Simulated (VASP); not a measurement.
Set up this calculation in VASP 6.6.1, as the native input.

- Task: single point
- Functional: PBE
- Potentials or basis: VASP PAW PBE potentials, release 64 (B, N)
- Cutoff: 520 eV
- k mesh: 13 × 13 × 7
- Occupations: fermi-dirac, width 0.05 eV
- Spin: no spin polarisation
- Dipole correction: no
- Further INCAR settings: ALGO = Normal; EDIFF = 1e-07; NBANDS = 16

The structure of BN (NiAs type) lies in POSCAR:

```
BN
1.0
    2.2925230560      0.0000000000      0.0000000000
   -1.1462615280      1.9853832052      0.0000000000
    0.0000000000      0.0000000000      3.7198455343
B N
2 2
Direct
    0.0000000000      0.0000000000      0.0000000000
    0.0000000000      0.0000000000      0.5000000000
    0.3333333333      0.6666666667      0.2500000000
    0.6666666667      0.3333333333      0.7500000000
```

One way to write it, as run:

INCAR

```
PREC = Accurate
ENCUT = 520
EDIFF = 1E-7
ISMEAR = -1
SIGMA = 0.05
LREAL = F
LASPH = T
NELM = 80
ALGO = Normal
ISIF = 2
LWAVE = F
LCHARG = F
GGA = PE
NBANDS = 16
```

KPOINTS

```
Automatic mesh
0
Gamma
  13 13 7
```

Potentials or basis: VASP PAW PBE potentials, release 64 (B, N).

Run with:

```console
$ cat potpaw_PBE.64/B/POTCAR potpaw_PBE.64/N/POTCAR > POTCAR
$ mpirun -np 1 vasp_std > vasp.out
```

It gave:

```yaml
Pressure: 150.8 GPa
Band_gap_on_the_k_mesh: 3.04 eV, indirect (least direct gap 6.82 eV)
```

It took 10 s on 1 thread of Intel(R) Xeon(R) 6975P-C (Granite Rapids), on a shared host, peak memory 0.13 GiB.
